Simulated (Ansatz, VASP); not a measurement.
## Two plane-wave programs on Ti2Al6H

```xyz
9
Lattice="5.0242 0.0000 0.0000 2.1589 4.5367 0.0000 0.0000 0.0000 21.2187" Properties=species:S:1:pos:R:3 pbc="T T T"
Al    2.5121    0.0000    4.0000
Al    1.0794    2.2684    4.0000
Al    0.0000    0.0000    5.3414
Al    1.0794    2.2684    6.7763
Al    2.5121    0.0000    6.7763
Al    3.5915    2.2684    8.1187
Ti    3.5915    2.2684    5.3414
Ti    0.0000    0.0000    8.0567
H     4.6710    4.5367   11.2187
```

Alike in both runs: task single point; functional PBE; dispersion D3(BJ); k mesh 6 × 6 × 1; occupations gaussian, width 0.1 eV; no spin polarisation.

|  | VASP | Ansatz |
| --- | --- | --- |
| version | VASP 6.6.1 | Ansatz 0.2.0 |
| potentials or method | VASP PAW PBE potentials, release 64 (Al, Ti_sv, H), cutoff 520 eV | scalar-relativistic, plane waves, PAW |
| valence electrons in the cell | 43 | 43 |

```csv
,VASP,Ansatz,Ansatz less VASP
gap on the k mesh at the Fermi level (eV),none,none,-
rms of the force components (eV/Å),0.273,0.273,-0.0001
```

A gap of «none» marks a metal or a gap that the smearing closes.
